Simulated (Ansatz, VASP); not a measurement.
**One calculation of NbH2, two programs**

Contents of INCAR:

```
PREC = Accurate ; ENCUT = 520
EDIFF = 1E-7 ; ISMEAR = 0
SIGMA = 0.05 ; LREAL = False
LASPH = True ; NELM = 80
ALGO = Normal ; ISIF = 2
LWAVE = False ; LCHARG = False
GGA = PS ; NBANDS = 14
```

The input KPOINTS:

```
Automatic mesh
0
Gamma
  12 12 12
```

Contents of POSCAR:

```
NbH2
1.0
    0.0000000000      2.2890797899      2.2890797899
    2.2890797899      0.0000000000      2.2890797899
    2.2890797899      2.2890797899      0.0000000000
Nb H
1 2
Direct
    0.0000000000      0.0000000000      0.0000000000
    0.2500000000      0.2500000000      0.2500000000
    0.7500000000      0.7500000000      0.7500000000
```

Input for Ansatz:

```yaml
crystal:
  lattice:
    - [0.0, 2.2890797899, 2.2890797899]
    - [2.2890797899, 0.0, 2.2890797899]
    - [2.2890797899, 2.2890797899, 0.0]
  atoms:
    - { symbol: Nb, position: [0.0, 0.0, 0.0] }
    - { symbol: H, position: [0.25, 0.25, 0.25] }
    - { symbol: H, position: [0.75, 0.75, 0.75] }
basis:
  ecutwfc: 420
  ecutrho_ratio: 4
kpoints:
  mp_grid: { grid: [12, 12, 12] }
hamiltonian:
  xc: pbesol
scf:
  occupations: { method: gaussian, width: 0.05 }
output:
  forces: true
  stress: true
  eigenvalues: true
```

Alike in both runs: task single point; functional PBEsol; k mesh 12 × 12 × 12; occupations gaussian, width 0.05 eV; no spin polarisation.

|  | VASP | Ansatz |
| --- | --- | --- |
| version | VASP 6.6.1 | Ansatz 0.2.0 |
| potentials or method | VASP PAW PBE potentials, release 64 (Nb_sv, H), cutoff 520 eV | scalar-relativistic, plane waves, PAW |
| valence electrons in the cell | 15 | 15 |

Ansatz gave:

| Property | Result |
| --- | --- |
| gap on the k mesh at the Fermi level (eV) | none |
| pressure (GPa) | -7.0 |

Task: What did VASP give for the same quantities?

Result: gap on the k mesh at the Fermi level (eV): none; pressure (GPa): -7.4.

VASP's potentials were made for PBE, not for PBEsol. A gap of «none» marks a metal or a gap that the smearing closes.
